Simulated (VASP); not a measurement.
# CdS4 (P6/mmm) in VASP: further runs

Runs on CdS4. Level: PBE. Tasks: single point, relaxation of cell and atoms.

Program: VASP 6.6.1. These are calculated values, not measurements. Logs are shortened: lines on timing, memory, paths and dates and some standing lists are left out, and cuts for length are marked.

### 1 The cell of the first run

It takes space group P6/mmm (No. 191, hexagonal). The conventional cell has a = 5.428 Å, b = 5.428 Å, c = 4.998 Å, α = 90.00°, β = 90.00°, γ = 120.00°. Cd (site symmetry 6/mmm) has 8 S at 2.50 to 2.71 Å within 3.3 Å. Within 3.7 Å of S (site symmetry mmm) lie 8 S at 2.71 to 3.69 Å and 2 Cd at 2.71 Å. S (site symmetry 6/mmm) has 2 Cd at 2.50 Å within 3.3 Å.

The cell was generated, and may not be a known phase.

### 2 Single point, PBE

File INCAR:

```
SYSTEM = CdS4
  PREC = Accurate
  ENCUT = 520
  EDIFF = 1E-6
  ISMEAR = 0
  SIGMA = 0.1
  LREAL = .False.
  LASPH = .True.
  NELM = 60
  ALGO = Normal
  ISIF = 2
  LWAVE = .False.
  LCHARG = .False.
  GGA = PE
  NBANDS = 26
```

File KPOINTS:

```
regular mesh
0
Gamma
  6 6 4
  0 0 0
```

File POSCAR:

```
CdS4
1.0
    5.4277627194      0.0000000000      0.0000000000
   -2.7138813597      4.7005804007      0.0000000000
    0.0000000000      0.0000000000      4.9980152989
Cd S
1 4
Direct
    0.0000000000      0.0000000000      0.0000000000
    0.5000000000      0.0000000000      0.0000000000
    0.0000000000      0.5000000000      0.0000000000
    0.5000000000      0.5000000000      0.0000000000
    0.0000000000      0.0000000000      0.5000000000
```

Potentials or basis: VASP PAW PBE potentials, release 64 (Cd, S).

The run is started by

```bash
> cat potpaw_PBE.64/Cd/POTCAR potpaw_PBE.64/S/POTCAR > POTCAR
> mpirun -np 1 vasp_std > vasp.out
```

OUTCAR:

```text
SYSTEM = CdS4
   PREC = Accurate
   ENCUT = 520
   EDIFF = 1E-6
   ISMEAR = 0
   LREAL = .False.
   LASPH = .True.
   NELM = 60
   ISIF = 2
   GGA = PE

 ion  position               nearest neighbor table
   1  0.000  0.000  0.000-   5 2.50   5 2.50   3 2.71   4 2.71   3 2.71   4 2.71   2 2.71   2 2.71

   2  0.500  0.000  0.000-   3 2.71   4 2.71   4 2.71   3 2.71   1 2.71   1 2.71
   3  0.000  0.500  0.000-   1 2.71   2 2.71   1 2.71   2 2.71   4 2.71   4 2.71
   4  0.500  0.500  0.000-   1 2.71   2 2.71   2 2.71   1 2.71   3 2.71   3 2.71
   5  0.000  0.000  0.500-   1 2.50   1 2.50

  LATTYP: Found a hexagonal cell.
 ALAT       =     5.4277627194
 C/A-ratio  =     0.9208242065

  Lattice vectors:

 A1 = (   5.4277627194,   0.0000000000,   0.0000000000)
 A2 = (  -2.7138813597,   4.7005804007,   0.0000000000)
 A3 = (   0.0000000000,   0.0000000000,   4.9980152989)

Analysis of symmetry for initial positions (statically):
=====================================================================
 Subroutine PRICEL returns:
 Original cell was already a primitive cell.

 Routine SETGRP: Setting up the symmetry group for a
 hexagonal supercell.

 Subroutine GETGRP returns: Found 24 space group operations
 (whereof 24 operations were pure point group operations)
 out of a pool of 24 trial point group operations.

The static configuration has the point symmetry D_6h.

Analysis of symmetry for dynamics (positions and initial velocities):
=====================================================================
 Subroutine PRICEL returns:
 Original cell was already a primitive cell.

 Routine SETGRP: Setting up the symmetry group for a
 hexagonal supercell.

 Subroutine GETGRP returns: Found 24 space group operations
 (whereof 24 operations were pure point group operations)
 out of a pool of 24 trial point group operations.

The dynamic configuration has the point symmetry D_6h.

 Subroutine INISYM returns: Found 24 space group operations
 (whereof 24 operations are pure point group operations),
 and found     1 'primitive' translations

----------------------------------------------------------------------------------------

                                     Primitive cell

  volume of cell :     127.5175

  direct lattice vectors                    reciprocal lattice vectors
     5.427762719  0.000000000  0.000000000     0.184237973  0.106369843  0.000000000
    -2.713881360  4.700580401  0.000000000     0.000000000  0.212739686  0.000000000
     0.000000000  0.000000000  4.998015299     0.000000000  0.000000000  0.200079420

  length of vectors
     5.427762719  5.427762719  4.998015299     0.212739686  0.212739686  0.200079420

  position of ions in fractional coordinates (direct lattice)
     0.000000000  0.000000000  0.000000000
     0.500000000  0.000000000  0.000000000
     0.000000000  0.500000000  0.000000000
     0.500000000  0.500000000  0.000000000
     0.000000000  0.000000000  0.500000000

  ion indices of the primitive-cell ions
   primitive index   ion index
                 1           1
                 2           2
                 3           3
                 4           4
                 5           5

----------------------------------------------------------------------------------------

 KPOINTS: regular mesh

Automatic generation of k-mesh.
 Grid dimensions read from file:
 generate k-points for:    6    6    4

 Generating k-lattice:

  Cartesian coordinates                     Fractional coordinates (reciprocal lattice)
     0.030706329  0.017728307  0.000000000     0.166666667  0.000000000  0.000000000
     0.000000000  0.035456614  0.000000000     0.000000000  0.166666667  0.000000000
     0.000000000  0.000000000  0.050019855     0.000000000  0.000000000  0.250000000

  Length of vectors
     0.035456614  0.035456614  0.050019855

  Shift w.r.t. Gamma in fractional coordinates (k-lattice)
     0.000000000  0.000000000  0.000000000

 Subroutine IBZKPT returns following result:
 ===========================================

 Found     21 irreducible k-points:

 Following reciprocal coordinates:
            Coordinates               Weight
  0.000000  0.000000  0.000000      1.000000
  0.166667  0.000000  0.000000      6.000000
  0.333333 -0.000000  0.000000      6.000000
  0.500000 -0.000000  0.000000      3.000000
  0.166667  0.166667  0.000000      6.000000
  0.333333  0.166667  0.000000     12.000000
[... 13 lines left out ...]
  0.333333  0.166667  0.500000     12.000000
  0.333333  0.333333  0.500000      2.000000
   k-points           NKPTS =     21   k-points in BZ     NKDIM =     21   number of bands    NBANDS=     26
   number of dos      NEDOS =    301   number of ions     NIONS =      5
   total plane-waves  NPLWV =  64000
   dimension x,y,z NGX =    40 NGY =   40 NGZ =   40
   dimension x,y,z NGXF=    80 NGYF=   80 NGZF=   80
   ions per type =               1   4
   NGX,Y,Z   is equivalent  to a cutoff of  12.25, 12.25, 13.30 a.u.
   NGXF,Y,Z  is equivalent  to a cutoff of  24.50, 24.50, 26.61 a.u.
 SYSTEM =  CdS4
   PREC   = accura    normal or accurate (medium, high low for compatibility)
   ISTART =      0    job   : 0-new  1-cont  2-samecut
   ICHARG =      2    charge: 1-file 2-atom 10-const
   ISPIN  =      1    spin polarized calculation?
   LNONCOLLINEAR =      F non collinear calculations
   LSORBIT =      F    spin-orbit coupling
   LASPH  =      T    aspherical Exc in radial PAW
   ENCUT  =  520.0 eV  38.22 Ry    6.18 a.u.  10.09 10.09  9.29*2*pi/ulx,y,z
   NELM   =     60;   NELMIN=  2; NELMDL= -5     # of ELM steps
   EDIFF  = 0.1E-05   stopping-criterion for ELM
   LREAL  =      F    real-space projection
   EDIFFG = 0.1E-04   stopping-criterion for IOM
   NSW    =      0    number of steps for IOM
   IBRION =     -1    ionic relax: 0-MD 1-quasi-New 2-CG
   NFREE  =      0    steps in history (QN), initial steepest desc. (CG)
   ISIF   =      2    stress and relaxation
   ISYM   =      2    0-nonsym 1-usesym 2-fastsym
   POTIM  = 0.5000    time-step for ionic-motion
   TEBEG  =    0.0;   TEEND  =   0.0 temperature during run
   PSTRESS=    0.0 pullay stress
   NELECT =      36.0000    total number of electrons
   NUPDOWN=      -1.0000    fix difference up-down
   EMIN   =  10.00;   EMAX   =-10.00  energy-range for DOS
   EFERMI =   0.00;   METHOD = LEGACY
   ISMEAR =     0;   SIGMA  =   0.10  broadening in eV -4-tet -1-fermi 0-gaus
   EFERMI_NEDOS =   21; number of points for ismear=-14 and -15
   IALGO  =     38    algorithm
   IMIX   =      4    mixing-type and parameters
     AMIX     =   0.40;   BMIX     =  1.00
     AMIX_MAG =   1.60;   BMIX_MAG =  1.00
  volume/ion in A,a.u.               =      25.50       172.11
  Fermi-wavevector in a.u.,A,eV,Ry     =   1.073954  2.029479 15.692650  1.153377
  Thomas-Fermi vector in A             =   2.209768
   LORBIT       =      0    0 simple, 1 ext, 2 COOP (PROOUT), +10 PAW based schemes
   GGA     = PE    functional components
   LHFCALC =     F    Hartree Fock is set to
   AEXX    =    0.0000 exact exchange contribution
   IVDW    =     0    specifies the selected vdW correction
   LEPSILON=     F    determine dielectric tensor
   LRPA    =     F    only Hartree local field effects (RPA)
 non-spin polarized calculation
 Gauss-broadening in eV      SIGMA  =   0.10
  energy-cutoff  :      520.00
  volume of cell :      127.52
 maximum number of plane-waves:      3480
   NGX = 21   NGY = 21   NGZ = 19

 number of electron      36.0000012 magnetization

 Free energy of the ion-electron system (eV)
  ---------------------------------------------------
  ext. energy  EPLUGINS =         0.00000000
  ---------------------------------------------------
  free energy    TOTEN  =       -13.00063970 eV

  energy without entropy =      -12.96032736  energy(sigma->0) =      -12.98048353

 E-fermi :   1.3494     XC(G=0):  -8.6338

 val. band max:        1.3422842728   @ k =   0.1667   0.1667   0.5000
 cond. band min:       1.3597689562   @ k =   0.3333   0.1667   0.2500
 fundamental gap:      0.0174846833
 Fermi energy:         1.3494092247

 k-point     1 :       0.0000    0.0000    0.0000
  band No.  band energies     occupation
      1     -12.8701      2.00000
      2     -10.2378      2.00000
      3      -9.7812      2.00000
      4      -9.7812      2.00000
      5      -6.5234      2.00000
      6      -6.5234      2.00000
[... 18 lines left out ...]
     25       8.9878      0.00000
     26       8.9878      0.00000

 k-point     2 :       0.1667    0.0000    0.0000
  band No.  band energies     occupation
      1     -12.7290      2.00000
      2     -10.2512      2.00000
      3     -10.0676      2.00000
      4      -9.7501      2.00000
      5      -6.5322      2.00000
      6      -6.5257      2.00000
[... 18 lines left out ...]
     25       9.2345      0.00000
     26       9.4106      0.00000

 k-point     3 :       0.3333   -0.0000    0.0000
  band No.  band energies     occupation
      1     -12.3318      2.00000
      2     -10.7691      2.00000
      3     -10.2269      2.00000
      4      -9.6827      2.00000
      5      -6.7851      2.00000
      6      -6.7698      2.00000
[... 18 lines left out ...]
     25       9.4708      0.00000
     26       9.4957      0.00000

 k-point     4 :       0.5000   -0.0000    0.0000
  band No.  band energies     occupation
      1     -11.9264      2.00000
      2     -11.2968      2.00000
      3     -10.2306      2.00000
      4      -9.6460      2.00000
      5      -6.9423      2.00000
      6      -6.9280      2.00000
[... 18 lines left out ...]
     25       9.1431      0.00000
     26       9.7380      0.00000
[... 409 lines left out ...]
      1     -12.4135      2.00000
      2     -10.5001      2.00000
      3      -9.7845      2.00000
      4      -9.7379      2.00000
      5      -7.0933      2.00000
      6      -6.6774      2.00000
[... 18 lines left out ...]
     25       9.6281      0.00000
     26       9.9278      0.00000

 k-point    20 :       0.3333    0.1667    0.5000
  band No.  band energies     occupation
      1     -11.9552      2.00000
      2     -11.0990      2.00000
      3      -9.7743      2.00000
      4      -9.7716      2.00000
      5      -7.1191      2.00000
      6      -6.8712      2.00000
[... 18 lines left out ...]
     25       9.3101      0.00000
     26       9.4448      0.00000

 k-point    21 :       0.3333    0.3333    0.5000
  band No.  band energies     occupation
      1     -11.5138      2.00000
      2     -11.5138      2.00000
      3      -9.9083      2.00000
      4      -9.7709      2.00000
      5      -7.0593      2.00000
      6      -6.8445      2.00000
[... 18 lines left out ...]
     25       8.6979      0.00000
     26       9.5479      0.00000

------------------------ aborting loop because EDIFF is reached ----------------------------------------

  FORCE on cell =-STRESS in cart. coord.  units (eV):
  Direction    XX          YY          ZZ          XY          YZ          ZX
  --------------------------------------------------------------------------------------
  -------------------------------------------------------------------------------------
  Total        0.0870848      0.0870848      0.3222734      0.0000000      0.0000000     -0.0000000
  in kB        1.0941650      1.0941650      4.0491618      0.0000000      0.0000000     -0.0000000
  external PRESSURE =       2.0791639 kB  Pullay stress =       0.0000000 kB

 VOLUME and BASIS-vectors are now :
 -----------------------------------------------------------------------------
  energy-cutoff  :      520.00
  volume of cell :      127.52
      direct lattice vectors                 reciprocal lattice vectors
     5.427762719  0.000000000  0.000000000     0.184237973  0.106369843  0.000000000
    -2.713881360  4.700580401  0.000000000     0.000000000  0.212739686  0.000000000
     0.000000000  0.000000000  4.998015299     0.000000000  0.000000000  0.200079420

 POSITION                                       TOTAL-FORCE (eV/Angst)
 -----------------------------------------------------------------------------------
      0.00000      0.00000      0.00000        -0.000000      0.000000      0.000000
      2.71388      0.00000      0.00000        -0.000000      0.000000      0.000000
     -1.35694      2.35029      0.00000         0.000000      0.000000      0.000000
      1.35694      2.35029      0.00000         0.000000      0.000000      0.000000
      0.00000      0.00000      2.49901        -0.000000      0.000000      0.000000
 -----------------------------------------------------------------------------------
    total drift:                               -0.000000      0.000000     -0.000000

  FREE ENERGIE OF THE ION-ELECTRON SYSTEM (eV)
  ---------------------------------------------------
  free  energy   TOTEN  =       -13.0006397039 eV

  energy  without entropy=      -12.9603273616  energy(sigma->0) =      -12.98048353
```

Run time: 80 s. Hardware: 1 thread of Intel Xeon 6975P-C (Granite Rapids), shared host; peak memory 0.26 GiB.

What came out:

```yaml
Free_energy: -13.0006 eV
Pressure: 0.2 GPa
Band_gap_on_the_k_mesh: zero (bands 18 and 19 overlap by 0.42 eV)
```

Caveat: semilocal functionals underestimate gaps, and a narrow one can read as zero.

### 3 Relaxation of cell and atoms, PBE

This run uses another cell than the first one, of 26.76 Å³/atom.

File INCAR:

```
SYSTEM = CdS4
PREC = Accurate ; ENCUT = 600
EDIFF = 1E-7 ; ISMEAR = 0
SIGMA = 0.1 ; LREAL = .False.
LASPH = .True. ; NELM = 100
ALGO = Normal ; ISIF = 3
LWAVE = .False. ; LCHARG = .False.
GGA = PE ; IBRION = 2
NSW = 90 ; EDIFFG = -0.04
```

File KPOINTS:

```
regular mesh
0
Gamma
  6 6 2
  0 0 0
```

Changes to POSCAR since step 2:

```diff
@@ -2,5 +2,5 @@
 1.0
-    5.4277627194      0.0000000000      0.0000000000
-   -2.7138813597      4.7005804007      0.0000000000
-    0.0000000000      0.0000000000      4.9980152989
+    3.9484611900      0.0000000000      0.0000000000
+   -1.9742305900      3.4194676900      0.0000000000
+    0.0000000000      0.0000000000      9.9108094300
 Cd S
```

Potentials or basis: VASP PAW PBE potentials, release 64 (Cd, S).

The run is started by

```bash
> cat potpaw_PBE.64/Cd/POTCAR potpaw_PBE.64/S/POTCAR > POTCAR
> mpirun -np 1 vasp_std > vasp.out
```

It took 26 min on 1 thread of Intel Xeon 6975P-C (Granite Rapids), shared host; peak memory 0.31 GiB.

Results (log left out):

```yaml
Free_energy: -13.0404 eV
Relaxed_volume: 25.45 Å³/atom
Relaxed_cell: a = 5.421 Å, b = 5.421 Å, c = 5.001 Å, α = 90.00°, β = 90.00°, γ = 120.00°
Space_group_after_relaxing_to_0.1_Å: P6/mmm (No. 191)
Energy_gained_by_relaxing: 5222.5 meV/atom
Ionic_steps: 25
Pressure_after_relaxing: 0.0 GPa
Band_gap_on_the_k_mesh: zero (bands 18 and 19 overlap by 0.44 eV)
```

Stress tensor (GPa, compression positive):
```
 0.08  0.00  0.00
 0.00  0.08  0.00
 0.00  0.00 -0.07
```

The path:
```csv
step,energy change (eV),largest force (eV/Å),pressure (GPa),volume (Å³)
1,0.0000,0.0000,87.08,133.81
2,-5.6805,0.0000,-12.93,558.90
3,-22.8692,0.0000,-3.29,294.01
4,-23.2518,0.0000,-2.88,280.29
5,-23.6150,0.0000,2.78,221.75
6,-23.8360,0.0000,-0.92,247.97
7,-23.8612,0.0000,-0.29,242.03
8,-23.8606,0.0000,0.00,239.56
9,-23.8651,0.0000,0.00,238.11
10,-23.8797,0.0000,-0.01,233.76
11,-23.9152,0.0000,-0.04,225.05
12,-24.0252,0.0000,-0.17,207.64
13,-24.5466,0.0000,-0.58,172.87
14,-24.5393,0.0000,16.90,103.49
15,-24.8219,0.0000,-0.68,162.38
16,-25.8292,0.0000,0.47,132.91
17,-26.0024,0.0000,4.18,118.19
18,-26.0264,0.0000,2.23,123.63
19,-26.0345,0.0000,2.94,121.32
20,-26.0383,0.0000,3.01,121.00
21,-26.0413,0.0000,3.14,120.44
22,-26.0478,0.0000,2.98,120.75
23,-26.0652,0.0000,2.51,121.67
24,-26.0916,0.0000,1.61,123.52
25,-26.1126,0.0000,0.03,127.27
```

Final structure:
```
Cd S
1.0
     5.42077    0.00000    0.00000
    -2.71039    4.69453    0.00000
     0.00000    0.00000    5.00100
Cd S
1 4
Direct
  0.00000 0.00000 0.00000
  0.50000 0.00000 0.00000
  0.00000 0.50000 0.00000
  0.50000 0.50000 0.00000
  0.00000 0.00000 0.50000
```

Levels at points of the mesh, in eV from the Fermi level:
```csv
k point,band 15,band 16,band 17,band 18,band 19,band 20,band 21,band 22
"(0.00, 0.00, 0.00)",-0.41,-0.41,-0.17,-0.17,0.40,1.34,2.90,2.90
"(0.50, 0.00, 0.00)",-1.47,-1.00,-0.95,-0.83,-0.34,-0.20,2.71,4.10
"(0.00, 0.00, 0.50)",-0.57,-0.57,-0.36,-0.36,1.35,2.86,2.86,4.31
"(0.50, 0.00, 0.50)",-1.44,-1.14,-0.99,0.10,0.14,0.38,2.71,5.13
```

Caveat: semilocal functionals underestimate gaps, and a narrow one can read as zero; a cell axis changed by over 15 % at a fixed basis, so the end point is rough.

The gap in the log of VASP goes by the Fermi energy; the results here count the filled bands.